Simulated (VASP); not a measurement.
# As: single point with r2SCAN-based global hybrid

As:

```
As
1.0
     2.70368    0.00000    0.00000
     0.00000    2.70368    0.00000
     0.00000    0.00000    2.70368
As
1
Cartesian
  1.3518 1.3518 1.3518
```

| Quantity | Value |
| --- | --- |
| Program | VASP 6.6.1 |
| Task | single point |
| Functional | r2SCAN-based global hybrid |
| Potentials or basis | VASP PAW PBE potentials, release 64 (As) |
| Cutoff | 520 eV |
| k mesh | 6 × 6 × 6 |
| Occupations | fermi-dirac, width 0.05 eV |
| Spin | no spin polarisation |
| Dipole correction | no |
| Grid for exact exchange (PRECFOCK) | Normal |
| Share of exact exchange | 0.1 |
| Further INCAR settings | ALGO = Normal; EDIFF = 1e-06; NBANDS = 8 |

| Item | Value |
| --- | --- |
| Pressure | -1.3 GPa |

Levels at points of the mesh, in eV from the Fermi level:
| k point | band 1 | band 2 | band 3 | band 4 | band 5 |
| --- | --- | --- | --- | --- | --- |
| (0.00, 0.00, 0.00) | -16.90 | 4.26 | 4.26 | 4.26 | 8.80 |
| (0.50, 0.00, 0.00) | -13.47 | -8.18 | 6.79 | 6.79 | 11.57 |
| (0.50, 0.50, 0.00) | -9.83 | -5.35 | -5.35 | 2.69 | 9.16 |
| (0.50, 0.50, 0.50) | -5.64 | -2.71 | -2.71 | -2.71 | 6.24 |

It took 50 s on 1 thread of Intel(R) Xeon(R) 6975P-C (Granite Rapids) (shared host), peak memory 0.13 GiB.

Caveat: the k points lie up to 0.39 Å⁻¹ apart; the PAW data sets were made with another functional, which shifts forces and pressure a little.
